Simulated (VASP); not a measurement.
# AlNi (Cm) in VASP: single point with PBE

Aim: the single point of AlNi with PBE.

Program: VASP 6.6.1. These are calculated values, not measurements. Logs are shortened: lines on timing, memory, paths and dates and some standing lists are left out, and cuts for length are marked.

## Step 1: The cell of the first run

Symmetry: Cm, No. 8, monoclinic system. The conventional cell has a = 4.091 Å, b = 4.091 Å, c = 8.686 Å, α = 90.00°, β = 92.25°, γ = 90.00°. Within 3.0 Å of Al (site symmetry m) lie 8 Ni at 2.24 to 2.79 Å and 6 Al at 2.89 to 2.91 Å. Al (site symmetry m) has 8 Ni at 2.51 Å and 6 Al at 2.89 to 2.91 Å within 3.3 Å. Within 3.3 Å of Al (site symmetry m) lie 8 Ni at 2.51 Å and 6 Al at 2.89 Å. Ni (site symmetry m) has 8 Al at 2.24 to 2.79 Å and 6 Ni at 2.89 to 2.91 Å within 3.0 Å. Within 3.3 Å of Ni (site symmetry m) lie 8 Al at 2.51 Å and 6 Ni at 2.89 Å. Ni (site symmetry m) has 8 Al at 2.51 Å and 6 Ni at 2.89 to 2.91 Å within 3.3 Å.

## Step 2: Single point, PBE (the part above a cut slid along it)

INCAR

```
ALGO = Fast ; EDIFF = 1E-6
ENCUT = 520 ; GGA = PE
ISIF = 2 ; ISMEAR = 0
LASPH = True ; LCHARG = True
LELF = True ; LREAL = False
LVHAR = True ; LWAVE = False
NBANDS = 28 ; NELM = 100
PREC = Accurate ; SIGMA = 0.15
```

KPOINTS

```
k-points
0
Gamma
  20 20 7
```

POSCAR

```
AlNi
1.0
    0.0000000000     -2.8930835334      0.0000000000
    0.0000000000      0.0000000000     -2.8930835334
    8.6792506003     -0.2409938583      0.2409938583
Al Ni
3 3
Direct
   -0.0763569450      1.0763569450      0.9166500000
   -0.0208236117      1.0208236117      0.2499833333
   -0.0485902783      1.0485902783      0.5833166667
    0.4930597217      0.5069402783      0.0833166667
    0.4652930550      0.5347069450      0.4166500000
    0.4375263883      0.5624736117      0.7499833333
```

Potentials or basis: VASP PAW PBE potentials, release 64 (Al, Ni).

Launch:

```sh
$ cat potpaw_PBE.64/Al/POTCAR potpaw_PBE.64/Ni/POTCAR > POTCAR
$ mpirun -np 1 vasp_std > vasp.out
```

OUTCAR:

```text
EDIFF = 1E-6
   ENCUT = 520
   GGA = PE
   ISIF = 2
   ISMEAR = 0
   LASPH = True
   LREAL = False
   NELM = 100
   PREC = Accurate

 ion  position               nearest neighbor table
   1  0.924  0.076  0.917-   4 2.24   6 2.51   6 2.51   6 2.51   6 2.51   4 2.53   4 2.53   4 2.79
                             3 2.89   2 2.91
   2  0.979  0.021  0.250-   4 2.51   4 2.51   4 2.51   4 2.51   5 2.51   5 2.51   5 2.51   5 2.51
                             3 2.89   1 2.91
   3  0.951  0.049  0.583-   6 2.51   6 2.51   6 2.51   6 2.51   5 2.51   5 2.51   5 2.51   5 2.51
                             1 2.89   2 2.89
   4  0.493  0.507  0.083-   1 2.24   2 2.51   2 2.51   2 2.51   2 2.51   1 2.53   1 2.53   1 2.79
                             5 2.89   6 2.91
   5  0.465  0.535  0.417-   2 2.51   3 2.51   2 2.51   2 2.51   3 2.51   3 2.51   2 2.51   3 2.51
                             4 2.89   6 2.89
   6  0.438  0.562  0.750-   3 2.51   3 2.51   3 2.51   3 2.51   1 2.51   1 2.51   1 2.51   1 2.51
                             5 2.89   4 2.91

  LATTYP: Found a base centered monoclinic cell.
 ALAT       =     4.0914379700
 B/A-ratio  =     1.0000000000
 C/A-ratio  =     2.1229552256
 COS(beta)  =    -0.0392377564

  Lattice vectors:

 A1 = (   0.0000000000,   0.0000000000,  -2.8930835334)
 A2 = (   0.0000000000,   2.8930835334,   0.0000000000)
 A3 = (   8.6792506003,  -0.2409938583,   0.2409938583)

Analysis of symmetry for initial positions (statically):
=====================================================================
 Subroutine PRICEL returns:
 Original cell was already a primitive cell.

 Routine SETGRP: Setting up the symmetry group for a
 base centered monoclinic supercell.

 Subroutine GETGRP returns: Found  2 space group operations
 (whereof  2 operations were pure point group operations)
 out of a pool of  4 trial point group operations.

The static configuration has the point symmetry C_1h.

Analysis of symmetry for dynamics (positions and initial velocities):
=====================================================================
 Subroutine PRICEL returns:
 Original cell was already a primitive cell.

 Routine SETGRP: Setting up the symmetry group for a
 base centered monoclinic supercell.

 Subroutine GETGRP returns: Found  2 space group operations
 (whereof  2 operations were pure point group operations)
 out of a pool of  4 trial point group operations.

The dynamic configuration has the point symmetry C_1h.

 Subroutine INISYM returns: Found  2 space group operations
 (whereof  2 operations are pure point group operations),
 and found     1 'primitive' translations

----------------------------------------------------------------------------------------

                                     Primitive cell

  volume of cell :      72.6447

  direct lattice vectors                    reciprocal lattice vectors
     0.000000000 -2.893083533  0.000000000    -0.009597603 -0.345651962  0.000000000
     0.000000000  0.000000000 -2.893083533     0.009597603  0.000000000 -0.345651962
     8.679250600 -0.240993858  0.240993858     0.115217321  0.000000000  0.000000000

  length of vectors
     2.893083533  2.893083533  8.685939619     0.345785183  0.345785183  0.115217321

  position of ions in fractional coordinates (direct lattice)
     0.923643055  0.076356945  0.916650000
     0.979176388  0.020823612  0.249983333
     0.951409722  0.048590278  0.583316667
     0.493059722  0.506940278  0.083316667
     0.465293055  0.534706945  0.416650000
     0.437526388  0.562473612  0.749983333

  ion indices of the primitive-cell ions
   primitive index   ion index
                 1           1
                 2           2
                 3           3
                 4           4
                 5           5
                 6           6

----------------------------------------------------------------------------------------

 KPOINTS: k-points

Automatic generation of k-mesh.
 Grid dimensions read from file:
 generate k-points for:   20   20    7

 Generating k-lattice:

  Cartesian coordinates                     Fractional coordinates (reciprocal lattice)
    -0.000479880 -0.017282598  0.000000000     0.050000000  0.000000000  0.000000000
     0.000479880  0.000000000 -0.017282598     0.000000000  0.050000000  0.000000000
     0.016459617  0.000000000  0.000000000     0.000000000  0.000000000  0.142857143

  Length of vectors
     0.017289259  0.017289259  0.016459617

  Shift w.r.t. Gamma in fractional coordinates (k-lattice)
     0.000000000  0.000000000  0.000000000

 Subroutine IBZKPT returns following result:
 ===========================================

 Found    741 irreducible k-points:

 Following reciprocal coordinates:
            Coordinates               Weight
  0.000000  0.000000  0.000000      1.000000
  0.050000  0.000000  0.000000      4.000000
  0.100000  0.000000  0.000000      4.000000
  0.150000  0.000000  0.000000      4.000000
  0.200000  0.000000  0.000000      4.000000
  0.250000  0.000000  0.000000      4.000000
[... 16 lines left out ...]
 -0.400000  0.050000 -0.000000      4.000000
 -0.350000  0.050000 -0.000000      4.000000
 [... further k-points ...]
   k-points           NKPTS =    741   k-points in BZ     NKDIM =    741   number of bands    NBANDS=     28
   number of dos      NEDOS =    301   number of ions     NIONS =      6
   total plane-waves  NPLWV =  40320
   dimension x,y,z NGX =    24 NGY =   24 NGZ =   70
   dimension x,y,z NGXF=    48 NGYF=   48 NGZF=  140
   ions per type =               3   3
   NGX,Y,Z   is equivalent  to a cutoff of  13.79, 13.79, 13.40 a.u.
   NGXF,Y,Z  is equivalent  to a cutoff of  27.58, 27.58, 26.80 a.u.
 SYSTEM =  unknown system
   PREC   = accura    normal or accurate (medium, high low for compatibility)
   ISTART =      0    job   : 0-new  1-cont  2-samecut
   ICHARG =      2    charge: 1-file 2-atom 10-const
   ISPIN  =      1    spin polarized calculation?
   LNONCOLLINEAR =      F non collinear calculations
   LSORBIT =      F    spin-orbit coupling
   LASPH  =      T    aspherical Exc in radial PAW
   ENCUT  =  520.0 eV  38.22 Ry    6.18 a.u.   5.38  5.38 16.15*2*pi/ulx,y,z
   NELM   =    100;   NELMIN=  2; NELMDL= -5     # of ELM steps
   EDIFF  = 0.1E-05   stopping-criterion for ELM
   LREAL  =      F    real-space projection
   EDIFFG = 0.1E-04   stopping-criterion for IOM
   NSW    =      0    number of steps for IOM
   IBRION =     -1    ionic relax: 0-MD 1-quasi-New 2-CG
   NFREE  =      0    steps in history (QN), initial steepest desc. (CG)
   ISIF   =      2    stress and relaxation
   ISYM   =      2    0-nonsym 1-usesym 2-fastsym
   POTIM  = 0.5000    time-step for ionic-motion
   TEBEG  =    0.0;   TEEND  =   0.0 temperature during run
   PSTRESS=    0.0 pullay stress
   NELECT =      39.0000    total number of electrons
   NUPDOWN=      -1.0000    fix difference up-down
   EMIN   =  10.00;   EMAX   =-10.00  energy-range for DOS
   EFERMI =   0.00;   METHOD = LEGACY
   ISMEAR =     0;   SIGMA  =   0.15  broadening in eV -4-tet -1-fermi 0-gaus
   EFERMI_NEDOS =   21; number of points for ismear=-14 and -15
   IALGO  =     68    algorithm
   IMIX   =      4    mixing-type and parameters
     AMIX     =   0.40;   BMIX     =  1.00
     AMIX_MAG =   1.60;   BMIX_MAG =  1.00
  volume/ion in A,a.u.               =      12.11        81.71
  Fermi-wavevector in a.u.,A,eV,Ry     =   1.330541  2.514358 24.086934  1.770340
  Thomas-Fermi vector in A             =   2.459620
   LORBIT       =      0    0 simple, 1 ext, 2 COOP (PROOUT), +10 PAW based schemes
   GGA     = PE    functional components
   LHFCALC =     F    Hartree Fock is set to
   AEXX    =    0.0000 exact exchange contribution
   IVDW    =     0    specifies the selected vdW correction
   LEPSILON=     F    determine dielectric tensor
   LRPA    =     F    only Hartree local field effects (RPA)
 non-spin polarized calculation
 RMM-DIIS sequential band-by-band and
 Gauss-broadening in eV      SIGMA  =   0.15
  energy-cutoff  :      520.00
  volume of cell :       72.64
 maximum number of plane-waves:      1983
 NGX is ok and might be reduce to    24
   NGX = 11   NGY = 11   NGZ = 33

 number of electron      39.0000000 magnetization

 Free energy of the ion-electron system (eV)
  ---------------------------------------------------
  ext. energy  EPLUGINS =         0.00000000
  ---------------------------------------------------
  free energy    TOTEN  =       -31.42156966 eV

  energy without entropy =      -31.39318481  energy(sigma->0) =      -31.40737724

 E-fermi :   9.8505     XC(G=0): -11.9836

 val. band max:        9.8497316659   @ k =   0.3500   0.0500   0.2857
 cond. band min:       9.8510457883   @ k =   0.1500   0.0500   0.0000
 fundamental gap:      0.0013141224
 Fermi energy:         9.8505060268

 k-point     1 :       0.0000    0.0000    0.0000
  band No.  band energies     occupation
      1      -1.1830      2.00000
      2       0.7862      2.00000
      3       0.8024      2.00000
      4       5.5242      2.00000
      5       5.5408      2.00000
      6       6.6810      2.00000
[... 20 lines left out ...]
     27      17.7751      0.00000
     28      18.0491      0.00000

 k-point     2 :       0.0500    0.0000    0.0000
  band No.  band energies     occupation
      1      -1.1373      2.00000
      2       0.8181      2.00000
      3       0.8553      2.00000
      4       5.5378      2.00000
      5       5.5759      2.00000
      6       6.6786      2.00000
[... 20 lines left out ...]
     27      17.7781      0.00000
     28      18.0693      0.00000

 k-point     3 :       0.1000    0.0000    0.0000
  band No.  band energies     occupation
      1      -1.0005      2.00000
      2       0.9293      2.00000
      3       0.9978      2.00000
      4       5.5938      2.00000
      5       5.6620      2.00000
      6       6.6642      2.00000
[... 20 lines left out ...]
     27      17.9267      0.00000
     28      18.1186      0.00000

 k-point     4 :       0.1500    0.0000    0.0000
  band No.  band energies     occupation
      1      -0.7736      2.00000
      2       1.1230      2.00000
      3       1.2233      2.00000
      4       5.6923      2.00000
      5       5.7864      2.00000
      6       6.6201      2.00000
[... 20 lines left out ...]
     27      18.1246      0.00000
     28      18.2561      0.00000

 k-point     5 :       0.2000    0.0000    0.0000
  band No.  band energies     occupation
      1      -0.4582      2.00000
      2       1.3969      2.00000
      3       1.5279      2.00000
      4       5.8235      2.00000
      5       5.9339      2.00000
      6       6.5124      2.00000
[... 20 lines left out ...]
     27      18.0214      0.00000
     28      18.3919      0.00000

 k-point     6 :       0.2500    0.0000    0.0000
  band No.  band energies     occupation
      1      -0.0567      2.00000
      2       1.7469      2.00000
      3       1.9067      2.00000
      4       5.9654      2.00000
      5       6.0752      2.00000
      6       6.2900      2.00000
[... 463 lines left out ...]
      5       5.0566      2.00000
      6       5.1062      2.00000
[... 20 lines left out ...]
     27      19.3899      0.00000
     28      19.8642      0.00000

 k-point    22 :      -0.4500    0.0500   -0.0000
  band No.  band energies     occupation
      1       2.3581      2.00000
      2       3.7024      2.00000
      3       3.8684      2.00000
      4       3.9446      2.00000
      5       5.2640      2.00000
      6       5.3828      2.00000
[... 20 lines left out ...]
     27      19.0820      0.00000
     28      19.5031      0.00000

 k-point    23 :      -0.4000    0.0500   -0.0000
  band No.  band energies     occupation
      1       1.6651      2.00000
      2       3.1897      2.00000
      3       3.4243      2.00000
      4       4.6533      2.00000
      5       5.6658      2.00000
      6       5.7817      2.00000
[... 20 lines left out ...]
     27      18.4942      0.00000
     28      19.0913      0.00000

 k-point    24 :      -0.3500    0.0500   -0.0000
  band No.  band energies     occupation
      1       1.0326      2.00000
      2       2.6696      2.00000
      3       2.9007      2.00000
      4       5.3521      2.00000
      5       5.9857      2.00000
      6       6.0741      2.00000
[... 20 lines left out ...]
     27      17.8659      0.00000
     28      18.8281      0.00000

 [... further k-points ...]

------------------------ aborting loop because EDIFF is reached ----------------------------------------

  FORCE on cell =-STRESS in cart. coord.  units (eV):
  Direction    XX          YY          ZZ          XY          YZ          ZX
  --------------------------------------------------------------------------------------
  -------------------------------------------------------------------------------------
  Total        0.8069025      0.4252546      0.4252546      1.6420861     -0.5890719     -1.6420861
  in kB       17.7962080      9.3789762      9.3789762     36.2161547    -12.9919619    -36.2161546
  external PRESSURE =      12.1847201 kB  Pullay stress =       0.0000000 kB

 VOLUME and BASIS-vectors are now :
 -----------------------------------------------------------------------------
  energy-cutoff  :      520.00
  volume of cell :       72.64
      direct lattice vectors                 reciprocal lattice vectors
     0.000000000 -2.893083533  0.000000000    -0.009597603 -0.345651962  0.000000000
     0.000000000  0.000000000 -2.893083533     0.009597603  0.000000000 -0.345651962
     8.679250600 -0.240993858  0.240993858     0.115217321  0.000000000  0.000000000

 POSITION                                       TOTAL-FORCE (eV/Angst)
 -----------------------------------------------------------------------------------
      7.95584     -2.89308     -0.00000        -0.565187     -0.867716      0.867716
      2.16967     -2.89308     -0.00000        -0.023526      0.077289     -0.077289
      5.06275     -2.89308      0.00000         0.010279     -0.017374      0.017374
      0.72313     -1.44654     -1.44654         0.599276      0.823845     -0.823845
      3.61621     -1.44654     -1.44654         0.003370      0.017616     -0.017616
      6.50929     -1.44654     -1.44654        -0.024212     -0.033661      0.033661
 -----------------------------------------------------------------------------------
    total drift:                               -0.000031     -0.000091      0.000091

  FREE ENERGIE OF THE ION-ELECTRON SYSTEM (eV)
  ---------------------------------------------------
  free  energy   TOTEN  =       -31.4215696560 eV

  energy  without entropy=      -31.3931848148  energy(sigma->0) =      -31.40737724
```

Wall time 53 min (1 thread of Oxide Virtual Turin-like, shared host); peak memory 1.1 GiB.

Results:

```
Free energy            : -31.4216 eV
Pressure               : 1.2 GPa
Largest force          : 1.351 eV/Å
Band gap on the k mesh : zero (an odd number of electrons rules out a gap without spin polarisation)
```

Forces in eV/Å, atoms in the order of the input:
```
Al  -0.565 -0.868  0.868
Al  -0.024  0.077 -0.077
Al   0.010 -0.017  0.017
Ni   0.599  0.824 -0.824
Ni   0.003  0.018 -0.018
Ni  -0.024 -0.034  0.034
```

Levels at points of the mesh, in eV from the Fermi level:
```csv
k point,band 17,band 18,band 19,band 20,band 21,band 22
"(0.00, 0.00, 0.00)",-1.45,-1.42,-0.19,-0.14,5.35,5.50
"(0.50, 0.00, 0.00)",-1.87,-1.45,-0.77,-0.74,-0.63,2.82
"(0.50, 0.50, 0.00)",-0.97,0.36,0.56,0.57,0.59,1.48
```

Caveat: the cell differs from its parent crystal (the part above a cut slid along it); forces of over 1 eV/Å act on the atoms, so gaps and moduli don't describe the material at rest. Spin polarisation is off, so any magnetic state and its effect on volume and gap are missing.
